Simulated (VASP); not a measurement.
The system is CoO.

```
Co O
1.0
     1.53500    0.88623    2.48778
    -1.53500    0.88623    2.48778
     0.00000   -1.77246    2.48778
Co O
1 1
Direct
  0.00000 0.00000 0.00000
  0.50000 0.50000 0.50000
```

Base run:

```yaml
Program: VASP 6.6.1
Functional: PBE
Potentials_or_basis: VASP PAW PBE potentials, release 64 (Co, O)
Cutoff: 520 eV
k_mesh: 11 × 11 × 11
Occupations: fermi-dirac, width 0.05 eV
Spin: collinear spin, ferromagnetic start
Starting_moments: "[2.0, 0.0] μB"
```

Its results: band gap on the k mesh zero (filled and empty bands overlap); pressure -9.4 GPa; net moment 2.98 μB per cell; site moments Co +2.61; O +0.31 μB.

Q: The run is repeated on the same cell with these changes: functional from PBE to PBEsol. What comes out?

A: Band gap on the k mesh zero (filled and empty bands overlap); pressure -17.9 GPa; net moment 2.99 μB per cell; site moments Co +2.60; O +0.33 μB.

PBEsol binds more tightly than PBE, so the same cell stands under less pressure.

Caveats: the cell stands under tension; a cell with one magnetic atom can't hold antiferromagnetic order, which such compounds often take; semilocal functionals often make such compounds metallic where correlation or magnetic order opens a gap, which also shifts bond lengths; the PAW data sets were made with another functional, which shifts forces and pressure a little (at least some runs).
